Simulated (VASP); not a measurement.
Wanted: the native input for a VASP 6.6.1 run.

* Task: single point
* Functional: LDA
* Potentials or basis: VASP PAW LDA potentials, release 64 (Al, N)
* Cutoff: 600 eV
* k mesh: 8 × 8 × 8
* Occupations: gaussian, width 0.01 eV
* Spin: no spin polarisation
* Dipole correction: no
* Further INCAR settings: ALGO = Normal; EDIFF = 1e-06; NBANDS = 11

The structure of AlN lies in POSCAR:

```
AlN
1.0
    0.0000000000      2.0076176473      2.0076176473
    2.0076176473      0.0000000000      2.0076176473
    2.0076176473      2.0076176473      0.0000000000
Al N
1 1
Direct
    0.0000000000      0.0000000000      0.0000000000
    0.5000000000      0.5000000000      0.5000000000
```

One way to write it, as run:

INCAR

```
SYSTEM = AlN
PREC = Accurate ; ENCUT = 600
EDIFF = 1E-6 ; ISMEAR = 0
SIGMA = 0.01 ; LREAL = .False.
LASPH = .True. ; NELM = 120
ALGO = Normal ; ISIF = 2
LWAVE = .False. ; LCHARG = .False.
GGA = CA ; NBANDS = 11
GGA_COMPAT = .False.
```

KPOINTS

```
regular mesh
0
Gamma
  8 8 8
  0 0 0
```

Potentials or basis: VASP PAW LDA potentials, release 64 (Al, N).

Command:

```console
$ cat potpaw_LDA.64/Al/POTCAR potpaw_LDA.64/N/POTCAR > POTCAR
$ mpirun -np 1 vasp_std > vasp.out
```

It gave:

The pressure is -0.4 GPa and the band gap on the k mesh is 4.66 eV, indirect (least direct gap 6.08 eV).

Wall time 3.1 s on 1 thread of Intel Xeon 6975P-C, with other jobs on the host, peak memory 0.12 GiB.
